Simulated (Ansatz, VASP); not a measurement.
Ca: VASP beside Ansatz

```
CELL_PARAMETERS angstrom
0.00000 2.79420 2.68243
2.79420 0.00000 2.68243
2.79420 2.79420 0.00000
ATOMIC_POSITIONS crystal
Ca 0.00000 0.00000 0.00000
```

Change from the starting cell: strain +0.000 along x and y, -0.040 along z, atoms carried along.

Alike in both runs: task single point; functional PBEsol; k mesh 14 × 14 × 14; occupations gaussian, width 0.15 eV; no spin polarisation.

```csv
,VASP,Ansatz
version,VASP 6.6.1,Ansatz 0.2.0
potentials or method,"VASP PAW PBE potentials, release 64 (Ca_sv), cutoff 520 eV","scalar-relativistic, plane waves, PAW"
valence electrons in the cell,10,10
```

|  | VASP | Ansatz | Ansatz less VASP |
| --- | --- | --- | --- |
| gap on the k mesh at the Fermi level (eV) | none | none | - |
| pressure (GPa) | -0.6 | -0.5 | +0.01 |
| traceless stress, the component that is largest in VASP (GPa) | 0.17 | 0.17 | 0.000 |

VASP's potentials were made for PBE, not for PBEsol. A gap of «none» marks a metal or a gap that the smearing closes.
